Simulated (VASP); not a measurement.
Write the native input for VASP 6.6.1 that does the following.

| Item | Value |
| --- | --- |
| Task | single point |
| Functional | PBE |
| Potentials or basis | VASP PAW PBE potentials, release 64 (Ti_sv, O) |
| Cutoff | 520 eV |
| k mesh | 4 × 4 × 4, shifted |
| Occupations | gaussian, width 0.1 eV |
| Spin | no spin polarisation |
| Dipole correction | no |
| Further INCAR settings | LREAL = Auto; ALGO = Normal; EDIFF = 1e-07; NBANDS = 126 |

The structure of Ti18O (a cell with a defect) lies in POSCAR:

```
Ti18O
1.0
    2.2897681504     -3.9659947741      5.6643452958
    2.2897681504      3.9659947741      5.6643452958
   -4.5795363009      0.0000000000      5.6643452958
Ti O
18 1
Direct
    0.3361109455      0.3318063508      0.3361108311
    0.5006996501      0.4972994943      0.5006997443
    0.6660792928      0.6661544315      0.6660793038
    0.8310895565      0.8327816918      0.8310894686
    1.0004717865     -0.0178838166      0.0004718029
    0.1794723007      0.1574011673      0.1794723491
    0.7332065868      0.4374321174      0.0795107182
    0.9124700441      0.5873395098      0.2549164526
    0.0837492555      0.7600300256      0.4070715464
    0.2479939360      0.9153755516      0.5878141853
    0.4278453700      0.0763981091      0.7450760152
    0.5773170491      0.2513892369      0.9170961826
    0.0795107641      0.4374320628      0.7332065956
    0.2549165253      0.5873395554      0.9124699257
    0.4070716618      0.7600300190      0.0837491466
    0.5878142875      0.9153754856      0.2479938998
    0.7450761395      0.0763980017      0.4278453530
    0.9170961259      0.2513892478      0.5773170948
    1.0058114525      0.2389824037      0.0058115766
```

The input as run:

INCAR

```
SYSTEM = Ti18O
  PREC = Accurate
  ENCUT = 520
  EDIFF = 1E-7
  ISMEAR = 0
  SIGMA = 0.1
  LREAL = Auto
  LASPH = .TRUE.
  NELM = 100
  ALGO = Normal
  ISIF = 2
  LWAVE = .FALSE.
  LCHARG = .FALSE.
  GGA = PE
  NBANDS = 126
```

KPOINTS

```
Automatic mesh
0
Gamma
  4 4 4
  0.5 0.5 0.5
```

Potentials or basis: VASP PAW PBE potentials, release 64 (Ti_sv, O).

Command:

```console
$ cat potpaw_PBE.64/Ti_sv/POTCAR potpaw_PBE.64/O/POTCAR > POTCAR
$ mpirun -np 1 vasp_std > vasp.out
```

It gave:

The pressure is 3.8 GPa and the largest force is 0.092 eV/Å. The band gap on the k mesh is zero (bands 111 and 112 overlap by 0.18 eV).

Run time: 66 min on 1 thread of Intel Xeon 8259CL (shared host), peak memory 0.69 GiB.
